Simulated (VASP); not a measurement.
# TiH2Se6 (P-3m1) in VASP: single point with PBE

Aim: the single point of TiH2Se6 with PBE.

Program: VASP 6.6.1. These are calculated values, not measurements. Logs are shortened: lines on timing, memory, paths and dates and some standing lists are left out, and cuts for length are marked.

## 1. The cell of the first run

It takes space group P-3m1 (No. 164, trigonal). The conventional cell has a = 6.105 Å, b = 6.105 Å, c = 4.964 Å, α = 90.00°, β = 90.00°, γ = 120.00°. H (site symmetry 3m) has 12 Se at 3.00 to 3.23 Å and 3 Ti at 3.84 Å and 3 H at 4.01 Å within 4.1 Å. Within 2.6 Å of Ti (site symmetry -3m) lie 6 Se at 1.98 Å. Se (site symmetry m) has 1 Ti at 1.98 Å within 2.6 Å.

## 2. Single point, PBE

File INCAR:

```
SYSTEM = TiH2Se6
PREC = Accurate
ENCUT = 520
EDIFF = 1E-7
ISMEAR = -1
SIGMA = 0.1
LREAL = .FALSE.
LASPH = .TRUE.
NELM = 60
ALGO = Normal
ISIF = 2
LWAVE = .FALSE.
LCHARG = .FALSE.
GGA = PE
NBANDS = 35
```

File KPOINTS:

```
regular mesh
0
G
  7 7 7
  0 0 0
```

File POSCAR:

```
TiH2Se6
1.0
    3.0523550000      5.2868320000      0.0000000000
   -3.0523550000      5.2868320000      0.0000000000
    0.0000000000      0.0000000000      4.9637890000
H Ti Se
2 1 6
Direct
    0.3333300000      0.3333400000      0.6925400000
    0.6666700000      0.6666600000      0.3074600000
    0.0000000000      0.0000000000      0.0000000000
    0.1554900000      0.1555000000      0.2223700000
    0.6890100000      0.1554900000      0.2223700000
    0.1555000000      0.6890100000      0.2223700000
    0.3109900000      0.8445000000      0.7776300000
    0.8445000000      0.8445100000      0.7776300000
    0.8445100000      0.3109900000      0.7776300000
```

Potentials or basis: VASP PAW PBE potentials, release 64 (H, Ti_sv, Se).

The run is started by

```bash
> cat potpaw_PBE.64/H/POTCAR potpaw_PBE.64/Ti_sv/POTCAR potpaw_PBE.64/Se/POTCAR > POTCAR
> mpirun -np 1 vasp_std > vasp.out
```

OUTCAR:

```text
SYSTEM = TiH2Se6
   PREC = Accurate
   ENCUT = 520
   EDIFF = 1E-7
   ISMEAR = -1
   LREAL = .FALSE.
   LASPH = .TRUE.
   NELM = 60
   ISIF = 2
   GGA = PE

 ion  position               nearest neighbor table
   1  0.333  0.333  0.693-
   2  0.667  0.667  0.307-
   3  0.000  0.000  0.000-   4 1.98   8 1.98   5 1.98   9 1.98   6 1.98   7 1.98
   4  0.155  0.156  0.222-   3 1.98   9 2.75   7 2.75
   5  0.689  0.155  0.222-   3 1.98   8 2.75   9 2.75
   6  0.156  0.689  0.222-   3 1.98   7 2.75   8 2.75
   7  0.311  0.844  0.778-   3 1.98   6 2.75   4 2.75
   8  0.844  0.845  0.778-   3 1.98   5 2.75   6 2.75
   9  0.845  0.311  0.778-   3 1.98   4 2.75   5 2.75

  LATTYP: Found a hexagonal cell.
 ALAT       =     6.1047083175
 C/A-ratio  =     0.8131082997

  Lattice vectors:

 A1 = (   3.0523550000,  -5.2868320000,   0.0000000000)
 A2 = (   3.0523550000,   5.2868320000,   0.0000000000)
 A3 = (   0.0000000000,   0.0000000000,   4.9637890000)

Analysis of symmetry for initial positions (statically):
=====================================================================
 Subroutine PRICEL returns:
 Original cell was already a primitive cell.

 Routine SETGRP: Setting up the symmetry group for a
 hexagonal supercell.

 Subroutine GETGRP returns: Found  2 space group operations
 (whereof  2 operations were pure point group operations)
 out of a pool of 24 trial point group operations.

The static configuration has the point symmetry C_2 .

Analysis of symmetry for dynamics (positions and initial velocities):
=====================================================================
 Subroutine PRICEL returns:
 Original cell was already a primitive cell.

 Routine SETGRP: Setting up the symmetry group for a
 hexagonal supercell.

 Subroutine GETGRP returns: Found  2 space group operations
 (whereof  2 operations were pure point group operations)
 out of a pool of 24 trial point group operations.

The dynamic configuration has the point symmetry C_2 .

 Subroutine INISYM returns: Found  2 space group operations
 (whereof  2 operations are pure point group operations),
 and found     1 'primitive' translations

----------------------------------------------------------------------------------------

                                     Primitive cell

  volume of cell :     160.2042

  direct lattice vectors                    reciprocal lattice vectors
     3.052355000  5.286832000  0.000000000     0.163807945  0.094574596  0.000000000
    -3.052355000  5.286832000  0.000000000    -0.163807945  0.094574596  0.000000000
     0.000000000  0.000000000  4.963789000     0.000000000  0.000000000  0.201459006

  length of vectors
     6.104708318  6.104708318  4.963789000     0.189149140  0.189149140  0.201459006

  position of ions in fractional coordinates (direct lattice)
     0.333330000  0.333340000  0.692540000
     0.666670000  0.666660000  0.307460000
     0.000000000  0.000000000  0.000000000
     0.155490000  0.155500000  0.222370000
     0.689010000  0.155490000  0.222370000
     0.155500000  0.689010000  0.222370000
     0.310990000  0.844500000  0.777630000
     0.844500000  0.844510000  0.777630000
     0.844510000  0.310990000  0.777630000

  ion indices of the primitive-cell ions
   primitive index   ion index
                 1           1
                 2           2
                 3           3
                 4           4
                 5           5
                 6           6
                 7           7
                 8           8
                 9           9

----------------------------------------------------------------------------------------

 KPOINTS: regular mesh

Automatic generation of k-mesh.
 Grid dimensions read from file:
 generate k-points for:    7    7    7

 Generating k-lattice:

  Cartesian coordinates                     Fractional coordinates (reciprocal lattice)
     0.023401135  0.013510657  0.000000000     0.142857143  0.000000000  0.000000000
    -0.023401135  0.013510657  0.000000000     0.000000000  0.142857143  0.000000000
     0.000000000  0.000000000  0.028779858     0.000000000  0.000000000  0.142857143

  Length of vectors
     0.027021306  0.027021306  0.028779858

  Shift w.r.t. Gamma in fractional coordinates (k-lattice)
     0.000000000  0.000000000  0.000000000

 Subroutine IBZKPT returns following result:
 ===========================================

 Found    100 irreducible k-points:

 Following reciprocal coordinates:
            Coordinates               Weight
  0.000000  0.000000  0.000000      1.000000
  0.142857  0.000000  0.000000      4.000000
  0.000000  0.142857  0.000000      2.000000
  0.285714  0.000000  0.000000      4.000000
  0.000000  0.285714  0.000000      2.000000
  0.428571  0.000000  0.000000      4.000000
[... 16 lines left out ...]
  0.285714  0.285714  0.142857      4.000000
  0.000000  0.285714  0.142857      2.000000
 [... further k-points ...]
   k-points           NKPTS =    100   k-points in BZ     NKDIM =    100   number of bands    NBANDS=     35
   number of dos      NEDOS =    301   number of ions     NIONS =      9
   total plane-waves  NPLWV =  92160
   dimension x,y,z NGX =    48 NGY =   48 NGZ =   40
   dimension x,y,z NGXF=    96 NGYF=   96 NGZF=   80
   ions per type =               2   1   6
   NGX,Y,Z   is equivalent  to a cutoff of  13.07, 13.07, 13.40 a.u.
   NGXF,Y,Z  is equivalent  to a cutoff of  26.14, 26.14, 26.79 a.u.
 SYSTEM =  TiH2Se6
   PREC   = accura    normal or accurate (medium, high low for compatibility)
   ISTART =      0    job   : 0-new  1-cont  2-samecut
   ICHARG =      2    charge: 1-file 2-atom 10-const
   ISPIN  =      1    spin polarized calculation?
   LNONCOLLINEAR =      F non collinear calculations
   LSORBIT =      F    spin-orbit coupling
   LASPH  =      T    aspherical Exc in radial PAW
   ENCUT  =  520.0 eV  38.22 Ry    6.18 a.u.  11.35 11.35  9.23*2*pi/ulx,y,z
   NELM   =     60;   NELMIN=  2; NELMDL= -5     # of ELM steps
   EDIFF  = 0.1E-06   stopping-criterion for ELM
   LREAL  =      F    real-space projection
   EDIFFG = 0.1E-05   stopping-criterion for IOM
   NSW    =      0    number of steps for IOM
   IBRION =     -1    ionic relax: 0-MD 1-quasi-New 2-CG
   NFREE  =      0    steps in history (QN), initial steepest desc. (CG)
   ISIF   =      2    stress and relaxation
   ISYM   =      2    0-nonsym 1-usesym 2-fastsym
   POTIM  = 0.5000    time-step for ionic-motion
   TEBEG  =    0.0;   TEEND  =   0.0 temperature during run
   PSTRESS=    0.0 pullay stress
   NELECT =      50.0000    total number of electrons
   NUPDOWN=      -1.0000    fix difference up-down
   EMIN   =  10.00;   EMAX   =-10.00  energy-range for DOS
   EFERMI =   0.00;   METHOD = LEGACY
   ISMEAR =    -1;   SIGMA  =   0.10  broadening in eV -4-tet -1-fermi 0-gaus
   EFERMI_NEDOS =   21; number of points for ismear=-14 and -15
   IALGO  =     38    algorithm
   IMIX   =      4    mixing-type and parameters
     AMIX     =   0.40;   BMIX     =  1.00
     AMIX_MAG =   1.60;   BMIX_MAG =  1.00
  volume/ion in A,a.u.               =      17.80       120.12
  Fermi-wavevector in a.u.,A,eV,Ry     =   1.110470  2.098484 16.777941  1.233144
  Thomas-Fermi vector in A             =   2.247022
   LORBIT       =      0    0 simple, 1 ext, 2 COOP (PROOUT), +10 PAW based schemes
   GGA     = PE    functional components
   LHFCALC =     F    Hartree Fock is set to
   AEXX    =    0.0000 exact exchange contribution
   IVDW    =     0    specifies the selected vdW correction
   LEPSILON=     F    determine dielectric tensor
   LRPA    =     F    only Hartree local field effects (RPA)
 non-spin polarized calculation
  energy-cutoff  :      520.00
  volume of cell :      160.20
 maximum number of plane-waves:      4345
 NGX is ok and might be reduce to    48
   NGX = 23   NGY = 23   NGZ = 19

 number of electron      50.0000000 magnetization

 Free energy of the ion-electron system (eV)
  ---------------------------------------------------
  ext. energy  EPLUGINS =         0.00000000
  ---------------------------------------------------
  free energy    TOTEN  =       -18.02444558 eV

  energy without entropy =      -17.84944887  energy(sigma->0) =      -17.93694722

 E-fermi :   4.4440     XC(G=0):  -9.8430

 val. band max:        4.4356609816   @ k =  -0.1429   0.2857   0.2857
 cond. band min:       4.4546217442   @ k =  -0.1429   0.4286   0.0000
 fundamental gap:      0.0189607625
 Fermi energy:         4.4439848820

 k-point     1 :       0.0000    0.0000    0.0000
  band No.  band energies     occupation
      1     -51.7020      2.00000
      2     -28.7273      2.00000
      3     -28.7273      2.00000
      4     -28.6103      2.00000
      5     -11.7460      2.00000
      6      -8.6905      2.00000
[... 27 lines left out ...]
     34       9.9590      0.00000
     35      11.1921      0.00000

 k-point     2 :       0.1429    0.0000    0.0000
  band No.  band energies     occupation
      1     -51.7020      2.00000
      2     -28.7274      2.00000
      3     -28.7273      2.00000
      4     -28.6103      2.00000
      5     -11.6980      2.00000
      6      -8.8269      2.00000
[... 27 lines left out ...]
     34      10.1201      0.00000
     35      10.8557      0.00000

 k-point     3 :       0.0000    0.1429    0.0000
  band No.  band energies     occupation
      1     -51.7020      2.00000
      2     -28.7274      2.00000
      3     -28.7273      2.00000
      4     -28.6103      2.00000
      5     -11.6980      2.00000
      6      -8.8269      2.00000
[... 27 lines left out ...]
     34      10.1201      0.00000
     35      10.8557      0.00000

 k-point     4 :       0.2857    0.0000    0.0000
  band No.  band energies     occupation
      1     -51.7020      2.00000
      2     -28.7276      2.00000
      3     -28.7274      2.00000
      4     -28.6103      2.00000
      5     -11.5776      2.00000
      6      -9.1241      2.00000
[... 27 lines left out ...]
     34      10.1703      0.00000
     35      10.7975      0.00000

 k-point     5 :       0.0000    0.2857    0.0000
  band No.  band energies     occupation
      1     -51.7020      2.00000
      2     -28.7276      2.00000
      3     -28.7274      2.00000
      4     -28.6103      2.00000
      5     -11.5776      2.00000
      6      -9.1241      2.00000
[... 638 lines left out ...]
 k-point    22 :       0.2857    0.0000    0.1429
  band No.  band energies     occupation
      1     -51.7020      2.00000
      2     -28.7275      2.00000
      3     -28.7273      2.00000
      4     -28.6109      2.00000
      5     -11.4947      2.00000
      6      -9.1475      2.00000
[... 27 lines left out ...]
     34      10.1881      0.00000
     35      10.8493      0.00000

 k-point    23 :       0.2857    0.2857    0.1429
  band No.  band energies     occupation
      1     -51.7019      2.00000
      2     -28.7275      2.00000
      3     -28.7273      2.00000
      4     -28.6109      2.00000
      5     -11.4954      2.00000
      6      -9.0760      2.00000
[... 27 lines left out ...]
     34       9.9206      0.00000
     35      11.2228      0.00000

 k-point    24 :       0.0000    0.2857    0.1429
  band No.  band energies     occupation
      1     -51.7020      2.00000
      2     -28.7275      2.00000
      3     -28.7273      2.00000
      4     -28.6109      2.00000
      5     -11.4947      2.00000
      6      -9.1475      2.00000
[... 27 lines left out ...]
     34      10.1881      0.00000
     35      10.8493      0.00000

 [... further k-points ...]
[... 5 lines left out ...]
  --------------------------------------------------------------------------------------
  -------------------------------------------------------------------------------------
  Total       43.5322151     43.5320990     43.5489155     -0.0000728      0.0000348     -0.0000603
  in kB      435.3589612    435.3578003    435.5259800     -0.0007283      0.0003481     -0.0006027
  external PRESSURE =     435.4142472 kB  Pullay stress =       0.0000000 kB

 VOLUME and BASIS-vectors are now :
 -----------------------------------------------------------------------------
  energy-cutoff  :      520.00
  volume of cell :      160.20
      direct lattice vectors                 reciprocal lattice vectors
     3.052355000  5.286832000  0.000000000     0.163807945  0.094574596  0.000000000
    -3.052355000  5.286832000  0.000000000    -0.163807945  0.094574596  0.000000000
     0.000000000  0.000000000  4.963789000     0.000000000  0.000000000  0.201459006

 POSITION                                       TOTAL-FORCE (eV/Angst)
 -----------------------------------------------------------------------------------
     -0.00003      3.52457      3.43762        -0.000021      0.000012      0.054332
      0.00003      7.04909      1.52617         0.000021     -0.000012     -0.054332
      0.00000      0.00000      0.00000        -0.000000     -0.000000     -0.000000
     -0.00003      1.64415      1.10380        -0.000210      9.540563      6.617746
      1.62849      4.46473      1.10380        -8.262299     -4.770410      6.617746
     -1.62846      4.46478      1.10380         8.262462     -4.770125      6.617737
     -1.62846      6.10888      3.85999         8.262478      4.770099     -6.617746
     -0.00003      8.92951      3.85999        -0.000149     -9.540563     -6.617746
      1.62849      6.10893      3.85999        -8.262282      4.770436     -6.617737
 -----------------------------------------------------------------------------------
    total drift:                                0.000000      0.000000      0.000000

  FREE ENERGIE OF THE ION-ELECTRON SYSTEM (eV)
  ---------------------------------------------------
  free  energy   TOTEN  =       -18.0244455769 eV

  energy  without entropy=      -17.8494488686  energy(sigma->0) =      -17.93694722
```

Wall time 17 min (1 thread of Intel Xeon 8259CL, shared host); peak memory 0.64 GiB.

Results:

```
Free energy            : -18.0244 eV
Pressure               : 43.5 GPa
Largest force          : 11.611 eV/Å
Band gap on the k mesh : zero (bands 25 and 26 overlap by 0.78 eV)
```

Forces in eV/Å, atoms in the order of the input:
```
H    0.000  0.000  0.054
H    0.000  0.000 -0.054
Ti   0.000  0.000  0.000
Se   0.000  9.541  6.618
Se  -8.262 -4.770  6.618
Se   8.262 -4.770  6.618
Se   8.262  4.770 -6.618
Se   0.000 -9.541 -6.618
Se  -8.262  4.770 -6.618
```

Caveat: the cell stands under pressure; forces of over 1 eV/Å act on the atoms, so gaps and moduli don't describe the material at rest.
